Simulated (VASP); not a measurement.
GaSb:

```xyz
2
Lattice="0.0000 3.0590 3.0590 3.0590 0.0000 3.0590 3.0590 3.0590 0.0000" Properties=species:S:1:pos:R:3 pbc="T T T"
Sb    4.5885    4.5885    4.5885
Ga    0.0000    0.0000    0.0000
```

```yaml
Program: VASP 6.6.1
Task: relaxation of cell and atoms
Functional: LDA
Potentials_or_basis: VASP PAW LDA potentials, release 64 (Sb, Ga_d)
Cutoff: 600 eV
k_mesh: 8 × 8 × 8
Occupations: fermi-dirac, width 0.05 eV
Spin: no spin polarisation
```

At the start: pressure -1.6 GPa; volume 28.62 Å³/atom.

Where does the relaxation end?

Over 3 steps the energy falls by 4.3 meV/atom and the volume is 27.76 Å³/atom (-3.0 %); space group F-43m (No. 216, to 0.05 Å).

Step by step:
```csv
step,energy change (eV),largest force (eV/Å),pressure (GPa),volume (Å³)
1,0.0000,0.0000,-1.58,57.25
2,-0.0076,0.0000,0.57,54.94
3,-0.0087,0.0000,-0.01,55.52
```

Final structure:
```
Sb Ga
1.0
     0.00000    3.02794    3.02794
     3.02794    0.00000    3.02794
     3.02794    3.02794    0.00000
Sb Ga
1 1
Direct
  0.75000 0.75000 0.75000
  0.00000 0.00000 0.00000
```
